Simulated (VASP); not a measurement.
# Sn (Fd-3m) in VASP: a series of runs

Sn is run at these levels: PBEsol; tasks: single point.

Everything below comes from runs of VASP 6.6.1. Logs are shortened: lines on timing, memory, paths and dates and some standing lists are left out, and cuts for length are marked.

### Step 1. The cell of the first run

The structure is cubic, space group Fd-3m (No. 227). The conventional cell has a = 6.491 Å, b = 6.491 Å, c = 6.491 Å, α = 90.00°, β = 90.00°, γ = 90.00°. Within 3.7 Å of Sn (site symmetry -43m) lie 4 Sn at 2.81 Å.

This isn't the form of Sn at room conditions, which is tetragonal (white tin).

### Step 2. Single point, PBEsol

File INCAR:

```
SYSTEM = Sn
PREC = Accurate
ENCUT = 520
EDIFF = 1E-6
ISMEAR = -1
SIGMA = 0.05
LREAL = .FALSE.
LASPH = .TRUE.
NELM = 100
ALGO = Normal
ISIF = 2
LWAVE = .FALSE.
LCHARG = .FALSE.
GGA = PS
NBANDS = 21
```

File KPOINTS:

```
regular mesh
0
G
  11 11 11
  0 0 0
```

File POSCAR:

```
Sn
1.0
    0.0000000000      3.2456000000      3.2456000000
    3.2456000000      0.0000000000      3.2456000000
    3.2456000000      3.2456000000      0.0000000000
Sn
2
Direct
    0.5000000000      0.5000000000      0.5000000000
    0.7500000000      0.7500000000      0.7500000000
```

Potentials or basis: VASP PAW PBE potentials, release 64 (Sn_d).

Command:

```console
$ cat potpaw_PBE.64/Sn_d/POTCAR > POTCAR
$ mpirun -np 1 vasp_std > vasp.out
```

OUTCAR:

```text
SYSTEM = Sn
   PREC = Accurate
   ENCUT = 520
   EDIFF = 1E-6
   ISMEAR = -1
   LREAL = .FALSE.
   LASPH = .TRUE.
   NELM = 100
   ISIF = 2
   GGA = PS

 ion  position               nearest neighbor table
   1  0.500  0.500  0.500-   2 2.81   2 2.81   2 2.81   2 2.81
   2  0.750  0.750  0.750-   1 2.81   1 2.81   1 2.81   1 2.81

  LATTYP: Found a face centered cubic cell.
 ALAT       =     6.4912000000

  Lattice vectors:

 A1 = (   0.0000000000,   3.2456000000,   3.2456000000)
 A2 = (   3.2456000000,   0.0000000000,   3.2456000000)
 A3 = (   3.2456000000,   3.2456000000,   0.0000000000)

Analysis of symmetry for initial positions (statically):
=====================================================================
 Subroutine PRICEL returns:
 Original cell was already a primitive cell.

 Routine SETGRP: Setting up the symmetry group for a
 face centered cubic supercell.

 Subroutine GETGRP returns: Found 48 space group operations
 (whereof 24 operations were pure point group operations)
 out of a pool of 48 trial point group operations.

The static configuration has the point symmetry T_d .
 The point group associated with its full space group is O_h .

Analysis of symmetry for dynamics (positions and initial velocities):
=====================================================================
 Subroutine PRICEL returns:
 Original cell was already a primitive cell.

 Routine SETGRP: Setting up the symmetry group for a
 face centered cubic supercell.

 Subroutine GETGRP returns: Found 48 space group operations
 (whereof 24 operations were pure point group operations)
 out of a pool of 48 trial point group operations.

The dynamic configuration has the point symmetry T_d .
 The point group associated with its full space group is O_h .

 Subroutine INISYM returns: Found 48 space group operations
 (whereof 24 operations are pure point group operations),
 and found     1 'primitive' translations

----------------------------------------------------------------------------------------

                                     Primitive cell

  volume of cell :      68.3778

  direct lattice vectors                    reciprocal lattice vectors
     0.000000000  3.245600000  3.245600000    -0.154054720  0.154054720  0.154054720
     3.245600000  0.000000000  3.245600000     0.154054720 -0.154054720  0.154054720
     3.245600000  3.245600000  0.000000000     0.154054720  0.154054720 -0.154054720

  length of vectors
     4.589971538  4.589971538  4.589971538     0.266830603  0.266830603  0.266830603

  position of ions in fractional coordinates (direct lattice)
     0.500000000  0.500000000  0.500000000
     0.750000000  0.750000000  0.750000000

  ion indices of the primitive-cell ions
   primitive index   ion index
                 1           1
                 2           2

----------------------------------------------------------------------------------------

 KPOINTS: regular mesh

Automatic generation of k-mesh.
 Grid dimensions read from file:
 generate k-points for:   11   11   11

 Generating k-lattice:

  Cartesian coordinates                     Fractional coordinates (reciprocal lattice)
    -0.014004975  0.014004975  0.014004975     0.090909091  0.000000000  0.000000000
     0.014004975 -0.014004975  0.014004975     0.000000000  0.090909091  0.000000000
     0.014004975  0.014004975 -0.014004975     0.000000000  0.000000000  0.090909091

  Length of vectors
     0.024257328  0.024257328  0.024257328

  Shift w.r.t. Gamma in fractional coordinates (k-lattice)
     0.000000000  0.000000000  0.000000000

 Subroutine IBZKPT returns following result:
 ===========================================

 Found     56 irreducible k-points:

 Following reciprocal coordinates:
            Coordinates               Weight
  0.000000  0.000000  0.000000      1.000000
  0.090909  0.000000  0.000000      8.000000
  0.181818  0.000000  0.000000      8.000000
  0.272727  0.000000  0.000000      8.000000
  0.363636  0.000000  0.000000      8.000000
  0.454545  0.000000  0.000000      8.000000
[... 16 lines left out ...]
 -0.272727  0.181818  0.000000     24.000000
 -0.181818  0.181818  0.000000     12.000000
 [... further k-points ...]
   k-points           NKPTS =     56   k-points in BZ     NKDIM =     56   number of bands    NBANDS=     21
   number of dos      NEDOS =    301   number of ions     NIONS =      2
   total plane-waves  NPLWV =  46656
   dimension x,y,z NGX =    36 NGY =   36 NGZ =   36
   dimension x,y,z NGXF=    72 NGYF=   72 NGZF=   72
   ions per type =               2
   NGX,Y,Z   is equivalent  to a cutoff of  13.04, 13.04, 13.04 a.u.
   NGXF,Y,Z  is equivalent  to a cutoff of  26.08, 26.08, 26.08 a.u.
 SYSTEM =  Sn
   PREC   = accura    normal or accurate (medium, high low for compatibility)
   ISTART =      0    job   : 0-new  1-cont  2-samecut
   ICHARG =      2    charge: 1-file 2-atom 10-const
   ISPIN  =      1    spin polarized calculation?
   LNONCOLLINEAR =      F non collinear calculations
   LSORBIT =      F    spin-orbit coupling
   LASPH  =      T    aspherical Exc in radial PAW
   ENCUT  =  520.0 eV  38.22 Ry    6.18 a.u.   8.53  8.53  8.53*2*pi/ulx,y,z
   NELM   =    100;   NELMIN=  2; NELMDL= -5     # of ELM steps
   EDIFF  = 0.1E-05   stopping-criterion for ELM
   LREAL  =      F    real-space projection
   EDIFFG = 0.1E-04   stopping-criterion for IOM
   NSW    =      0    number of steps for IOM
   IBRION =     -1    ionic relax: 0-MD 1-quasi-New 2-CG
   NFREE  =      0    steps in history (QN), initial steepest desc. (CG)
   ISIF   =      2    stress and relaxation
   ISYM   =      2    0-nonsym 1-usesym 2-fastsym
   POTIM  = 0.5000    time-step for ionic-motion
   TEBEG  =    0.0;   TEEND  =   0.0 temperature during run
   PSTRESS=    0.0 pullay stress
   NELECT =      28.0000    total number of electrons
   NUPDOWN=      -1.0000    fix difference up-down
   EMIN   =  10.00;   EMAX   =-10.00  energy-range for DOS
   EFERMI =   0.00;   METHOD = LEGACY
   ISMEAR =    -1;   SIGMA  =   0.05  broadening in eV -4-tet -1-fermi 0-gaus
   EFERMI_NEDOS =   21; number of points for ismear=-14 and -15
   IALGO  =     38    algorithm
   IMIX   =      4    mixing-type and parameters
     AMIX     =   0.40;   BMIX     =  1.00
     AMIX_MAG =   1.60;   BMIX_MAG =  1.00
  volume/ion in A,a.u.               =      34.19       230.72
  Fermi-wavevector in a.u.,A,eV,Ry     =   1.215689  2.297319 20.108049  1.477900
  Thomas-Fermi vector in A             =   2.351068
   LORBIT       =      0    0 simple, 1 ext, 2 COOP (PROOUT), +10 PAW based schemes
   GGA     = PS    functional components
   LHFCALC =     F    Hartree Fock is set to
   AEXX    =    0.0000 exact exchange contribution
   IVDW    =     0    specifies the selected vdW correction
   LEPSILON=     F    determine dielectric tensor
   LRPA    =     F    only Hartree local field effects (RPA)
 non-spin polarized calculation
  energy-cutoff  :      520.00
  volume of cell :       68.38
 maximum number of plane-waves:      1862
 NGX is ok and might be reduce to    36
   NGX = 17   NGY = 17   NGZ = 17

 number of electron      28.0000001 magnetization

 Free energy of the ion-electron system (eV)
  ---------------------------------------------------
  ext. energy  EPLUGINS =         0.00000000
  ---------------------------------------------------
  free energy    TOTEN  =        -8.46076750 eV

  energy without entropy =       -8.45892246  energy(sigma->0) =       -8.45984498

 E-fermi :   5.4669     XC(G=0):  -9.0629

 val. band max:        5.4294815482   @ k =   0.4545   0.0000   0.0000
 cond. band min:       5.5337610697   @ k =   0.3636   0.0000   0.0000
 fundamental gap:      0.1042795215
 Fermi energy:         5.4669086911

 k-point     1 :       0.0000    0.0000    0.0000
  band No.  band energies     occupation
      1     -16.1177      2.00000
      2     -16.1177      2.00000
      3     -16.1177      2.00000
      4     -16.0573      2.00000
      5     -16.0573      2.00000
      6     -15.7462      2.00000
[... 13 lines left out ...]
     20      13.4496      0.00000
     21      13.4496      0.00000

 k-point     2 :       0.0909    0.0000    0.0000
  band No.  band energies     occupation
      1     -16.1242      2.00000
      2     -16.1242      2.00000
      3     -16.1157      2.00000
      4     -16.0484      2.00000
      5     -16.0484      2.00000
      6     -15.7613      2.00000
[... 13 lines left out ...]
     20      12.7547      0.00000
     21      12.7547      0.00000

 k-point     3 :       0.1818    0.0000    0.0000
  band No.  band energies     occupation
      1     -16.1359      2.00000
      2     -16.1359      2.00000
      3     -16.1101      2.00000
      4     -16.0305      2.00000
      5     -16.0305      2.00000
      6     -15.7792      2.00000
[... 13 lines left out ...]
     20      12.3151      0.00000
     21      12.3151      0.00000

 k-point     4 :       0.2727    0.0000    0.0000
  band No.  band energies     occupation
      1     -16.1454      2.00000
      2     -16.1454      2.00000
      3     -16.1027      2.00000
      4     -16.0136      2.00000
      5     -16.0136      2.00000
      6     -15.7935      2.00000
[... 13 lines left out ...]
     20      12.4024      0.00000
     21      12.4024      0.00000

 k-point     5 :       0.3636    0.0000    0.0000
  band No.  band energies     occupation
      1     -16.1512      2.00000
      2     -16.1512      2.00000
      3     -16.0955      2.00000
      4     -16.0022      2.00000
      5     -16.0022      2.00000
      6     -15.8022      2.00000
[... 13 lines left out ...]
     20      13.0445      0.00000
     21      13.0445      0.00000

 k-point     6 :       0.4545    0.0000    0.0000
  band No.  band energies     occupation
      1     -16.1538      2.00000
      2     -16.1538      2.00000
      3     -16.0912      2.00000
      4     -15.9970      2.00000
      5     -15.9970      2.00000
      6     -15.8058      2.00000
[... 13 lines left out ...]
     20      13.9790      0.00000
     21      13.9790      0.00000

 k-point     7 :       0.0909    0.0909    0.0000
  band No.  band energies     occupation
      1     -16.1231      2.00000
      2     -16.1224      2.00000
      3     -16.1224      2.00000
      4     -16.0506      2.00000
      5     -16.0392      2.00000
      6     -15.7816      2.00000
[... 13 lines left out ...]
     20      12.0290      0.00000
     21      13.5411      0.00000
[... 291 lines left out ...]
      1     -16.1756      2.00000
      2     -16.1575      2.00000
      3     -16.0717      2.00000
      4     -15.9822      2.00000
      5     -15.9571      2.00000
      6     -15.8711      2.00000
[... 13 lines left out ...]
     20      14.3415      0.00000
     21      14.6178      0.00000

 k-point    21 :      -0.4545    0.1818    0.0000
  band No.  band energies     occupation
      1     -16.1803      2.00000
      2     -16.1619      2.00000
      3     -16.0567      2.00000
      4     -15.9691      2.00000
      5     -15.9673      2.00000
      6     -15.8555      2.00000
[... 13 lines left out ...]
     20      13.6893      0.00000
     21      13.8004      0.00000

 k-point    22 :      -0.3636    0.1818    0.0000
  band No.  band energies     occupation
      1     -16.1779      2.00000
      2     -16.1637      2.00000
      3     -16.0540      2.00000
      4     -15.9851      2.00000
      5     -15.9632      2.00000
      6     -15.8412      2.00000
[... 13 lines left out ...]
     20      12.6455      0.00000
     21      13.7852      0.00000

 k-point    23 :      -0.2727    0.1818    0.0000
  band No.  band energies     occupation
      1     -16.1686      2.00000
      2     -16.1620      2.00000
      3     -16.0657      2.00000
      4     -16.0023      2.00000
      5     -15.9699      2.00000
      6     -15.8387      2.00000
[... 13 lines left out ...]
     20      13.0085      0.00000
     21      14.5327      0.00000

 k-point    24 :      -0.1818    0.1818    0.0000
  band No.  band energies     occupation
      1     -16.1560      2.00000
      2     -16.1542      2.00000
      3     -16.0863      2.00000
      4     -16.0156      2.00000
      5     -15.9883      2.00000
      6     -15.8237      2.00000
[... 13 lines left out ...]
     20      12.9654      0.00000
     21      13.2970      0.00000

 [... further k-points ...]

------------------------ aborting loop because EDIFF is reached ----------------------------------------

  FORCE on cell =-STRESS in cart. coord.  units (eV):
  Direction    XX          YY          ZZ          XY          YZ          ZX
  --------------------------------------------------------------------------------------
  -------------------------------------------------------------------------------------
  Total        0.3949242      0.3949242      0.3949242     -0.0000000      0.0000000      0.0000000
  in kB        9.2535700      9.2535700      9.2535700     -0.0000000      0.0000000      0.0000000
  external PRESSURE =       9.2535700 kB  Pullay stress =       0.0000000 kB

 VOLUME and BASIS-vectors are now :
 -----------------------------------------------------------------------------
  energy-cutoff  :      520.00
  volume of cell :       68.38
      direct lattice vectors                 reciprocal lattice vectors
     0.000000000  3.245600000  3.245600000    -0.154054720  0.154054720  0.154054720
     3.245600000  0.000000000  3.245600000     0.154054720 -0.154054720  0.154054720
     3.245600000  3.245600000  0.000000000     0.154054720  0.154054720 -0.154054720

 POSITION                                       TOTAL-FORCE (eV/Angst)
 -----------------------------------------------------------------------------------
      3.24560      3.24560      3.24560        -0.000000     -0.000000      0.000000
      4.86840      4.86840      4.86840         0.000000      0.000000     -0.000000
 -----------------------------------------------------------------------------------
    total drift:                                0.000000      0.000000      0.000000

  FREE ENERGIE OF THE ION-ELECTRON SYSTEM (eV)
  ---------------------------------------------------
  free  energy   TOTEN  =        -8.4607674961 eV

  energy  without entropy=       -8.4589224618  energy(sigma->0) =       -8.45984498
```

Wall time 42 s (1 thread of AMD EPYC 9R45 (Zen 5), shared host); peak memory 0.2 GiB.

Results:

```yaml
Free_energy: -8.4608 eV
Pressure: 0.9 GPa
Band_gap_on_the_k_mesh: zero (bands 14 and 15 overlap by 0.14 eV)
```

Caveat: the PAW data sets were made with another functional, which shifts forces and pressure a little; spin-orbit coupling is left out, which moves the levels of the heavy elements.

### Step 3. Single point, PBEsol (34.53 Å³/atom)

This run uses another cell than the first one, of 34.53 Å³/atom.

File INCAR:

```
SYSTEM = Sn
PREC = Accurate
ENCUT = 520
EDIFF = 1E-6
ISMEAR = -1
SIGMA = 0.05
LREAL = .False.
LASPH = .True.
NELM = 100
ALGO = Normal
ISIF = 2
LWAVE = .False.
LCHARG = .True.
GGA = PS
LELF = .True.
LVHAR = .True.
NBANDS = 21
```

File KPOINTS:

```
regular mesh
0
Gamma
  11 11 11
  0 0 0
```

File POSCAR:

```
Sn
1.0
    0.0000000000      3.2563828035      3.2563828035
    3.2563828035      0.0000000000      3.2563828035
    3.2563828035      3.2563828035      0.0000000000
Sn
2
Direct
    0.5000000000      0.5000000000      0.5000000000
    0.7500000000      0.7500000000      0.7500000000
```

Potentials or basis: VASP PAW PBE potentials, release 64 (Sn_d).

Command:

```console
$ cat potpaw_PBE.64/Sn_d/POTCAR > POTCAR
$ mpirun -np 1 vasp_std > vasp.out
```

It took 44 s on 1 thread of AMD EPYC 9R45 (Zen 5), shared host; peak memory 0.2 GiB.

It converged, with:

```
Free energy            : -8.4640 eV
Pressure               : 0.5 GPa
Band gap on the k mesh : zero (bands 14 and 15 overlap by 0.16 eV)
```

Levels at points of the mesh, in eV from the Fermi level:
```csv
k point,band 12,band 13,band 14,band 15,band 16,band 17
"(0.00, 0.00, 0.00)",-0.75,0.11,0.11,0.11,2.17,2.17
```

Caveat: the PAW data sets were made with another functional, which shifts forces and pressure a little; spin-orbit coupling is left out, which moves the levels of the heavy elements.

(Continued in part 2 of 2.)

The gap in the log of VASP goes by the Fermi energy; the results here count the filled bands.